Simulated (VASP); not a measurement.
The system is MgB2.

```
CELL_PARAMETERS angstrom
3.10543 0.00000 0.00000
-1.55272 2.68938 0.00000
0.00000 0.00000 3.54633
ATOMIC_POSITIONS crystal
Mg 0.00000 0.00000 0.00000
B 0.66667 0.33333 0.50000
B 0.33333 0.66667 0.50000
```

This cell differs from its parent crystal: volume scaled by 1.02.

Base run:

* Program: VASP 6.6.1
* Functional: PBEsol
* Potentials or basis: VASP PAW PBE potentials, release 64 (Mg, B)
* Cutoff: 520 eV
* k mesh: 10 × 10 × 8
* Occupations: fermi-dirac, width 0.05 eV
* Spin: no spin polarisation

Its results: band gap on the k mesh zero (band 4 reaches 6.19 eV, above the bottom of band 5 at 3.75 eV); pressure -5.8 GPa.

Question: After a change of settings the same cell gave: band gap on the k mesh zero (band 4 reaches 6.24 eV, above the bottom of band 5 at 3.82 eV); pressure -4.0 GPa. Which change was it?
A. functional from PBEsol to PBE
B. further incar settings from ALGO = Normal; EDIFF = 1e-07; NBANDS = 11 to ALGO = Normal; EDIFF = 1e-06; NBANDS = 11; dispersion from none to D3(BJ)
C. functional from PBEsol to revPBE; further incar settings from ALGO = Normal; EDIFF = 1e-07; NBANDS = 11 to ALGO = Normal; EDIFF = 1e-06; NBANDS = 11
D. functional from PBEsol to r2SCAN

Answer: A.

PBE binds less tightly than PBEsol, so the same cell stands under more pressure.

Caveats: the PAW data sets were made with another functional, which shifts forces and pressure a little (some runs).
